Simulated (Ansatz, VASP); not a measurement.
# Two plane-wave programs on Si3F2

Contents of INCAR:

```
  PREC = Accurate
  ENCUT = 600
  EDIFF = 1E-7
  ISMEAR = 0
  SIGMA = 0.1
  LREAL = F
  LASPH = T
  NELM = 60
  ALGO = Normal
  ISIF = 3
  LWAVE = F
  LCHARG = F
  GGA = PE
  IBRION = 2
  NSW = 90
  EDIFFG = -0.04
```

KPOINTS

```
regular mesh
0
Gamma
  4 4 4
```

The input POSCAR:

```
Si3F2
1.0
    0.0000000000      3.6032049004      3.6453575633
    3.1838153260      0.0000000000      3.6453575633
    3.1838153260      3.6032049004      0.0000000000
Si F
3 2
Direct
    0.0000000000      0.0000000000      0.0000000000
    0.6419318393      0.6419318393      0.3580681607
    0.3580681607      0.3580681607      0.6419318393
    0.6849239722      0.3150760278      0.6849239722
    0.3150760278      0.6849239722      0.3150760278
```

Input for Ansatz:

```yaml
crystal:
  lattice:
    - [0.0, 3.6032049004, 3.6453575633]
    - [3.183815326, 0.0, 3.6453575633]
    - [3.183815326, 3.6032049004, 0.0]
  atoms:
    - { symbol: Si, position: [0.0, 0.0, 0.0] }
    - { symbol: Si, position: [0.6419318393, 0.6419318393, 0.3580681607] }
    - { symbol: Si, position: [0.3580681607, 0.3580681607, 0.6419318393] }
    - { symbol: F, position: [0.6849239722, 0.3150760278, 0.6849239722] }
    - { symbol: F, position: [0.3150760278, 0.6849239722, 0.3150760278] }
basis:
  ecutwfc: 420
kpoints:
  mp_grid: { grid: [4, 4, 4] }
hamiltonian:
  xc: pbe
scf:
  occupations: { method: gaussian, width: 0.1 }
  lower_state_search: "off"
output:
  forces: true
  stress: true
  eigenvalues: true
relax:
  adjacent_minimum: "off"
  f_tol: 0.04
  max_steps: 70
  cell: { stress_tol: 0.4 }
```

Alike in both runs: task relaxation of cell and atoms; functional PBE; k mesh 4 × 4 × 4; occupations gaussian, width 0.1 eV; no spin polarisation.

|  | VASP | Ansatz |
| --- | --- | --- |
| version | VASP 6.6.1 | Ansatz 0.2.0 |
| potentials or method | VASP PAW PBE potentials, release 64 (Si, F), cutoff 600 eV | scalar-relativistic, plane waves, PAW |
| valence electrons in the cell | 26 | 26 |

|  | VASP | Ansatz | Ansatz less VASP |
| --- | --- | --- | --- |
| gap on the k mesh at the Fermi level, each at its own relaxed structure (eV) | none | none | - |
| relaxed volume (Å³/atom) | 16.45 | 19.30 | +2.853 |
| relaxed cell length with the largest relative difference (Å) | 5.296 | 6.034 | +0.7374 |

A gap of «none» marks a metal or a gap that the smearing closes. One of these differences is far larger than is usual between the two programs; its cause wasn't traced.

The k mesh is coarse, so the values compare programs but aren't converged.
